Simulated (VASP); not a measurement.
# LiF in VASP: further runs, part 2 of 2

VASP 6.6.1. Earlier steps stand in the parts before.

## Step 5: Single point, PBEsol (in-plane strain +0.01)

INCAR

```
  PREC = Accurate
  ENCUT = 750
  EDIFF = 1E-6
  ISMEAR = 0
  SIGMA = 0.01
  LREAL = False
  LASPH = True
  NELM = 120
  ALGO = Normal
  ISIF = 2
  LWAVE = False
  LCHARG = True
  GGA = PS
  LELF = True
  LVHAR = True
  NBANDS = 12
  GGA_COMPAT = False
```

KPOINTS

```
regular mesh
0
Gamma
  10 10 10
```

POSCAR

```
LiF
1.0
    2.0240009054      2.0240009054      0.0000000000
   -2.0240009054      2.0240009054      0.0000000000
    0.0000000000      2.0240009054      1.9919375247
Li F
1 1
Direct
    0.0000000000      0.0000000000      0.0000000000
    0.5000000000      0.5000000000      0.0000000000
```

Potentials or basis: VASP PAW PBE potentials, release 64 (Li_sv, F).

The run is started by

```sh
cat potpaw_PBE.64/Li_sv/POTCAR potpaw_PBE.64/F/POTCAR > POTCAR
mpirun -np 1 vasp_std > vasp.out
```

OUTCAR:

```text
PREC = Accurate
   ENCUT = 750
   EDIFF = 1E-6
   ISMEAR = 0
   LREAL = False
   LASPH = True
   NELM = 120
   ISIF = 2
   GGA = PS

 ion  position               nearest neighbor table
   1  0.000  0.000  0.000-   2 1.99   2 1.99   2 2.02   2 2.02   2 2.02   2 2.02
   2  0.500  0.500  0.000-   1 1.99   1 1.99   1 2.02   1 2.02   1 2.02   1 2.02

  LATTYP: Found a body centered tetragonal cell.
 ALAT       =     2.8623695307
 C/A-ratio  =     1.3918101792

  Lattice vectors:

 A1 = (   2.0240009054,   0.0000000000,  -1.9919375247)
 A2 = (  -2.0240009054,   0.0000000000,  -1.9919375247)
 A3 = (   0.0000000000,   2.0240009054,   1.9919375247)

Analysis of symmetry for initial positions (statically):
=====================================================================
 Subroutine PRICEL returns:
 Original cell was already a primitive cell.

 Routine SETGRP: Setting up the symmetry group for a
 body centered tetragonal supercell.

 Subroutine GETGRP returns: Found 16 space group operations
 (whereof 16 operations were pure point group operations)
 out of a pool of 16 trial point group operations.

The static configuration has the point symmetry D_4h.

Analysis of symmetry for dynamics (positions and initial velocities):
=====================================================================
 Subroutine PRICEL returns:
 Original cell was already a primitive cell.

 Routine SETGRP: Setting up the symmetry group for a
 body centered tetragonal supercell.

 Subroutine GETGRP returns: Found 16 space group operations
 (whereof 16 operations were pure point group operations)
 out of a pool of 16 trial point group operations.

The dynamic configuration has the point symmetry D_4h.

 Subroutine INISYM returns: Found 16 space group operations
 (whereof 16 operations are pure point group operations),
 and found     1 'primitive' translations

----------------------------------------------------------------------------------------

                                     Primitive cell

  volume of cell :      16.3203

[... 113 lines left out ...]
   GGA     = PS    functional components
   LHFCALC =     F    Hartree Fock is set to
   AEXX    =    0.0000 exact exchange contribution
   IVDW    =     0    specifies the selected vdW correction
   LEPSILON=     F    determine dielectric tensor
   LRPA    =     F    only Hartree local field effects (RPA)
 non-spin polarized calculation
 Gauss-broadening in eV      SIGMA  =   0.01
  energy-cutoff  :      750.00
  volume of cell :       16.32
 maximum number of plane-waves:       773
 NGX is ok and might be reduce to    28
   NGX = 13   NGY = 13   NGZ = 13

 number of electron      10.0000003 magnetization

 Free energy of the ion-electron system (eV)
  ---------------------------------------------------
  ext. energy  EPLUGINS =         0.00000000
  ---------------------------------------------------
  free energy    TOTEN  =        -9.85637932 eV

  energy without entropy =       -9.85637932  energy(sigma->0) =       -9.85637932

 E-fermi :  -0.8629     XC(G=0): -10.2079

 val. band max:       -1.0987893825   @ k =   0.0000   0.0000   0.0000
 cond. band min:       7.8045355295   @ k =   0.0000   0.0000   0.0000
 fundamental gap:      8.9033249120
 Fermi energy:        -0.8629431285

 k-point     1 :       0.0000    0.0000    0.0000
  band No.  band energies     occupation
      1     -41.3000      2.00000
      2     -20.9765      2.00000
      3      -1.1385      2.00000
      4      -1.0988      2.00000
      5      -1.0988      2.00000
      6       7.8045      0.00000
      7      22.6177      0.00000
      8      22.6177      0.00000
      9      22.9747      0.00000
     10      22.9747      0.00000
     11      22.9873      0.00000
     12      23.1109      0.00000
[... 331 lines left out ...]
 k-point    24 :       0.4000    0.3000    0.0000
  band No.  band energies     occupation
      1     -41.2229      2.00000
      2     -20.3485      2.00000
      3      -3.4818      2.00000
      4      -2.7350      2.00000
      5      -1.7289      2.00000
      6      12.3319      0.00000
      7      13.8600      0.00000
      8      17.4862      0.00000
      9      18.3189      0.00000
     10      23.4618      0.00000
     11      31.3117      0.00000
     12      32.1717      0.00000

 [... further k-points ...]
[... 5 lines left out ...]
  --------------------------------------------------------------------------------------
  -------------------------------------------------------------------------------------
  Total       -0.1798092     -0.1798092     -0.0507861      0.0000000      0.0000000      0.0000000
  in kB      -17.6520575    -17.6520575     -4.9857270      0.0000000      0.0000000      0.0000000
  external PRESSURE =     -13.4299474 kB  Pullay stress =       0.0000000 kB

 VOLUME and BASIS-vectors are now :
 -----------------------------------------------------------------------------
  energy-cutoff  :      750.00
  volume of cell :       16.32
      direct lattice vectors                 reciprocal lattice vectors
     2.024000905  2.024000905  0.000000000     0.247035463  0.247035463 -0.251011889
    -2.024000905  2.024000905  0.000000000    -0.247035463  0.247035463 -0.251011889
     0.000000000  2.024000905  1.991937525     0.000000000  0.000000000  0.502023777

 POSITION                                       TOTAL-FORCE (eV/Angst)
 -----------------------------------------------------------------------------------
      0.00000      0.00000      0.00000         0.000000     -0.000000      0.000000
      0.00000      2.02400      0.00000        -0.000000      0.000000      0.000000
 -----------------------------------------------------------------------------------
    total drift:                               -0.000000      0.000000     -0.000000

  FREE ENERGIE OF THE ION-ELECTRON SYSTEM (eV)
  ---------------------------------------------------
  free  energy   TOTEN  =        -9.8563793233 eV

  energy  without entropy=       -9.8563793233  energy(sigma->0) =       -9.85637932
```

OSZICAR:

```text
N       E                     dE             d eps       ncg     rms          rms(c)
DAV:   1     0.438774303071E+02    0.43877E+02   -0.67052E+03  2472   0.111E+03
DAV:   2    -0.858735587733E+01   -0.52465E+02   -0.51245E+02  2928   0.220E+02
DAV:   3    -0.102600242880E+02   -0.16727E+01   -0.16672E+01  3232   0.340E+01
DAV:   4    -0.102801112390E+02   -0.20087E-01   -0.20086E-01  2832   0.403E+00
DAV:   5    -0.102803230762E+02   -0.21184E-03   -0.21184E-03  3128   0.319E-01    0.405E+00
DAV:   6    -0.985745773756E+01    0.42287E+00   -0.19874E+00  2728   0.871E+00    0.142E+00
DAV:   7    -0.985440766421E+01    0.30501E-02   -0.15352E-02  3352   0.116E+00    0.851E-01
DAV:   8    -0.985630686815E+01   -0.18992E-02   -0.12415E-02  3172   0.127E+00    0.109E-01
DAV:   9    -0.985632549620E+01   -0.18628E-04   -0.10256E-03  2860   0.294E-01    0.446E-02
DAV:  10    -0.985637941462E+01   -0.53918E-04   -0.10715E-04  2760   0.800E-02    0.101E-02
DAV:  11    -0.985637932334E+01    0.91277E-07   -0.42302E-06  3216   0.210E-02
   1 F= -.98563793E+01 E0= -.98563793E+01  d E =0.000000E+00
```

stdout:

```text
POSCAR found type information on POSCAR LiF
 POSCAR found :  2 types and       2 ions
 scaLAPACK will be used
 -----------------------------------------------------------------------------
|                                                                             |
|                                                                             |
|     You enforced a specific xc type in the INCAR file but a different       |
|     I HOPE YOU KNOW WHAT YOU ARE DOING!                                     |
|                                                                             |
 -----------------------------------------------------------------------------

 LDA part: xc-table for (Slater+PW92), standard interpolation
 POSCAR, INCAR and KPOINTS ok, starting setup
 FFT: planning ... GRIDC
 FFT: planning ... GRID_SOFT
 FFT: planning ... GRID
 WAVECAR not read
 entering main loop
```

It took 51 s on 1 thread of Intel Xeon 8259CL, shared host; peak memory 0.17 GiB.

Results:

```
Free energy            : -9.8564 eV
Pressure               : -1.3 GPa
Band gap on the k mesh : 8.90 eV
```

Caveat: the cell differs from its parent crystal (in-plane strain +0.01); the PAW data sets were made with another functional, which shifts forces and pressure a little.

## Step 6: The runs side by side

```tsv
cell	k mesh	smearing	gap on the mesh (eV)	pressure (GPa)
a = 2.848, b = 2.848, c = 2.837 Å, angles 59.9, 59.9, 90.0°, 2 atoms	10 × 10 × 10	gaussian 0.01 eV	8.97	-0.9
a = 2.834 Å, angles 60.0, 60.0, 90.0°, 2 atoms	14 × 14 × 14	fermi-dirac 0.1 eV	9.04	-0.5
a = 2.862, b = 2.862, c = 2.838 Å, angles 59.7, 59.7, 90.0°, 2 atoms	10 × 10 × 10	gaussian 0.01 eV	8.91	-1.3
a = 2.862, b = 2.862, c = 2.840 Å, angles 59.7, 59.7, 90.0°, 2 atoms	10 × 10 × 10	gaussian 0.01 eV	8.90	-1.3
```

Alike in all rows: task single point; level PBEsol; potentials or basis VASP PAW PBE potentials, release 64 (Li_sv, F); no spin polarisation; cutoff (eV) 750.

Caveats: the PAW data sets were made with another functional, which shifts forces and pressure a little.

Total energies depend on the potentials used, so only differences within one code and one set of settings carry meaning.
